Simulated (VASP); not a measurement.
# NaH: phonons with r2SCAN

NaH:

```xyz
2
Lattice="2.3413 2.3413 0.0000 -2.3413 2.3413 0.0000 0.0000 2.3413 2.3413" Properties=species:S:1:pos:R:3 pbc="T T T"
Na    0.0000    0.0000    0.0000
H     0.0000    2.3413    0.0000
```

```yaml
Program: VASP 6.6.1
Task: phonons
Functional: r2SCAN
Potentials_or_basis: VASP PAW PBE potentials, release 64 (Na_pv, H)
Cutoff: 520 eV
k_mesh: 8 × 8 × 8
Occupations: gaussian, width 0.01 eV
Spin: no spin polarisation
Dipole_correction: no
Further_INCAR_settings: ALGO = Normal; EDIFF = 1e-08; IBRION = 6; POTIM = 0.015; NSW = 1
```

The highest phonon frequency at Γ is 631 cm⁻¹.

Phonon frequencies in cm⁻¹ (negative: imaginary):
```
              q point           frequencies
(0.000, 0.000, 0.000)  -6 -6 -6 631 631 631
```

It took 2.7 min on 1 thread of AMD EPYC 9R45 96-Core Processor (Zen 5), on a shared host, peak memory 0.14 GiB.

Caveat: the cell stands under pressure or tension, which shifts response properties.
